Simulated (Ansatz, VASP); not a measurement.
**Two plane-wave programs on ReSb2**

```xyz
3
Lattice="2.9748 0.0000 0.0000 0.0000 2.9748 0.0000 0.0000 0.0000 8.3693" Properties=species:S:1:pos:R:3 pbc="T T T"
Re    0.0000    0.0000    0.0000
Sb    1.4874    0.0000    2.3210
Sb    0.0000    1.4874    6.0483
```

Change from the starting cell: ordered vacancies on the cation sites of zinc blende (P-4m2, No. 115).

Alike in both runs: task relaxation of cell and atoms; functional PBE; k mesh 16 × 16 × 6; occupations gaussian, width 0.1 eV; no spin polarisation.

```csv
,VASP,Ansatz
version,VASP 6.6.1,Ansatz 0.2.0
potentials or method,"VASP PAW PBE potentials, release 64 (Re, Sb), cutoff 600 eV","scalar-relativistic, plane waves, PAW"
valence electrons in the cell,17,45
```

|  | VASP | Ansatz | Ansatz less VASP |
| --- | --- | --- | --- |
| gap on the k mesh at the Fermi level, each at its own relaxed structure (eV) | none | none | - |
| relaxed volume (Å³/atom) | 25.38 | 25.32 | -0.061 |
| relaxed length of the cell vector where the two differ most in proportion (Å) | 3.002 | 2.995 | -0.0071 |

A gap of «none» marks a metal or a gap that the smearing closes. VASP's potentials hold 17 valence electrons a cell and Ansatz's 45, so a difference there can come from the potentials and not from the codes.

Spin-orbit coupling is off throughout.
